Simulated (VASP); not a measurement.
MnS:

```
Mn S
1.0
     0.00000    2.79500    2.79500
     2.79500    0.00000    2.79500
     2.79500    2.79500    0.00000
Mn S
1 1
Direct
  0.00000 0.00000 0.00000
  0.75000 0.75000 0.75000
```

Base run:

- Program: VASP 6.6.1
- Functional: PBEsol
- Potentials or basis: VASP PAW PBE potentials, release 64 (Mn_pv, S)
- Cutoff: 500 eV
- k mesh: 6 × 6 × 6
- Occupations: fermi-dirac, width 0.1 eV
- Spin: collinear spin, ferromagnetic start
- Starting moments: [1.0, 0.0] μB
- Fixed moment: 1 μB
- Hubbard terms: Mn d U = 3.9 eV

Its results: pressure -14.2 GPa; site moments Mn +0.89; S +0.01 μB.

Problem. After a change of settings the same cell gave: pressure 2.7 GPa; site moments Mn +4.56; S +0.03 μB. Which change was it?
A. fixed moment from 1 μB to 7 μB; moments at the start from [1.0, 0.0] to [7.0, 0.0]
B. fixed moment from 1 μB to none; moments at the start from [1.0, 0.0] to [0.45, 0.0]
C. fixed moment from 1 μB to 5 μB; moments at the start from [1.0, 0.0] to [5.0, 0.0]
D. fixed moment from 1 μB to 3 μB; moments at the start from [1.0, 0.0] to [3.0, 0.0]

Solution. C.

Caveats: the PAW data sets were made with another functional, which shifts forces and pressure a little; the total moment is fixed, so each spin has its own Fermi level and the state may be an excited one; a cell with one magnetic atom can't hold antiferromagnetic order, which such compounds often take; the cell stands under tension (at least some runs).
